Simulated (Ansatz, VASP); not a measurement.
# SiC in VASP and in Ansatz

The input POSCAR:

```
SiC
1.0
    0.0000000000      2.1780523450      2.1780523450
    2.1671620832      0.0000000000      2.1780523450
    2.1671620832      2.1780523450      0.0000000000
Si C
1 1
Direct
    0.0000000000      0.0000000000      0.0000000000
    0.2500000000      0.2500000000      0.2500000000
```

Contents of INCAR.step1:

```
PREC = Accurate
ENCUT = 520
ISMEAR = 0
SIGMA = 0.01
LREAL = F
LASPH = T
NELM = 60
NBANDS = 11
GGA = PE
ALGO = Normal
EDIFF = 1E-4
LWAVE = T
LCHARG = F
```

The input INCAR.step2:

```
PREC = Accurate
ENCUT = 520
EDIFF = 1E-6
ISMEAR = 0
SIGMA = 0.01
LREAL = F
LASPH = T
NELM = 60
ALGO = Normal
ISIF = 2
LWAVE = F
LCHARG = F
METAGGA = R2SCAN
LMIXTAU = T
NBANDS = 11
ISTART = 1
```

The input KPOINTS:

```
regular mesh
0
Gamma
  10 10 10
```

Input for Ansatz:

```yaml
crystal:
  lattice:
    - [0.0, 2.178052345, 2.178052345]
    - [2.1671620832, 0.0, 2.178052345]
    - [2.1671620832, 2.178052345, 0.0]
  atoms:
    - { symbol: Si, position: [0.0, 0.0, 0.0] }
    - { symbol: C, position: [0.25, 0.25, 0.25] }
kpoints:
  mp_grid: { grid: [10, 10, 10] }
  band_path:
    path:
      - [0.0, 0.0, 0.0]
      - [-0.5, -0.5, 0.0]
      - [-0.375, -0.375, 0.25]
      - [-0.375, 0.0, 0.375]
      - [0.0, 0.0, 0.5]
      - [-0.5, -0.25, 0.25]
      - [0.0, 0.5, 0.5]
    npoints: 1
hamiltonian:
  xc: r2scan
scf:
  occupations: { method: fixed }
  n_extra_bands: 4
output:
  forces: true
  stress: true
  eigenvalues: true
  write_density: true
  write_potential: true
  elf: true
  volumetric_format: npy
```

Change from the starting cell: uniaxial_x strain -0.5%.

Alike in both runs: task single point; functional r2SCAN; k mesh 10 × 10 × 10; no spin polarisation.

```csv
,VASP,Ansatz
version,VASP 6.6.1,Ansatz 0.2.0
potentials or method,"VASP PAW PBE potentials, release 64 (Si, C)","plane waves, PAW"
plane-wave cutoff (eV),520,500
occupations,"gaussian, width 0.01 eV",fixed
valence electrons in the cell,8,8
```

```csv
,VASP,Ansatz,Ansatz less VASP
gap on the k mesh at the Fermi level (eV),1.67,1.65,-0.011
pressure (GPa),1.0,1.2,+0.18
"traceless stress, the component that is largest in VASP (GPa)",0.93,0.93,-0.004
```

VASP's potentials were made for PBE, not for r2SCAN.
